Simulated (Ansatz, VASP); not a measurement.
# Re: VASP beside Ansatz

Contents of INCAR:

```
PREC = Accurate
ENCUT = 520
EDIFF = 1E-7
ISMEAR = 0
SIGMA = 0.15
LREAL = F
LASPH = T
NELM = 60
ALGO = Normal
ISIF = 2
LWAVE = F
LCHARG = F
GGA = PE
NBANDS = 14
```

KPOINTS

```
regular mesh
0
Gamma
  18 18 10
```

POSCAR

```
Re
1.0
    2.8117293136      0.0000000000      0.0000000000
   -1.4058646568      2.4350290142      0.0000000000
    0.0000000000      0.0000000000      4.4842238099
Re
2
Direct
    0.3333333333      0.6666666667      0.2066480157
    0.6666666667      0.3333333333      0.7933519843
```

Input for Ansatz:

```yaml
crystal:
  lattice:
    - [2.8117293136, 0.0, 0.0]
    - [-1.4058646568, 2.4350290142, 0.0]
    - [0.0, 0.0, 4.4842238099]
  atoms:
    - { symbol: Re, position: [0.3333333333, 0.6666666667, 0.2066480157] }
    - { symbol: Re, position: [0.6666666667, 0.3333333333, 0.7933519843] }
basis:
  ecutwfc: 420
kpoints:
  mp_grid: { grid: [18, 18, 10] }
hamiltonian:
  xc: pbe
scf:
  occupations: { method: gaussian, width: 0.15 }
output:
  forces: true
  stress: true
  eigenvalues: true
```

Change from the starting cell: mode 4 frozen in at -0.194 Å, equal normal strain along x and y +0.0133.

Alike in both runs: task single point; functional PBE; k mesh 18 × 18 × 10; occupations gaussian, width 0.15 eV; no spin polarisation.

|  | VASP | Ansatz |
| --- | --- | --- |
| version | VASP 6.6.1 | Ansatz 0.2.0 |
| potentials or method | VASP PAW PBE potentials, release 64 (Re), cutoff 520 eV | scalar-relativistic, plane waves, PAW |
| valence electrons in the cell | 14 | 30 |

```tsv
	VASP	Ansatz	Ansatz less VASP
gap on the k mesh at the Fermi level (eV)	none	none	-
pressure (GPa)	14.6	15.2	+0.67
traceless stress, the component that is largest in VASP (GPa)	11.16	11.83	+0.670
rms of the force components (eV/Å)	2.830	2.935	+0.1057
```

Atom by atom the forces differ by 0.106 eV/Å (rms over components). A gap of «none» marks a metal or a gap that the smearing closes. VASP's potentials hold 14 valence electrons a cell and Ansatz's 30, so a difference there can come from the potentials and not from the codes.

Neither program's run includes spin-orbit coupling.
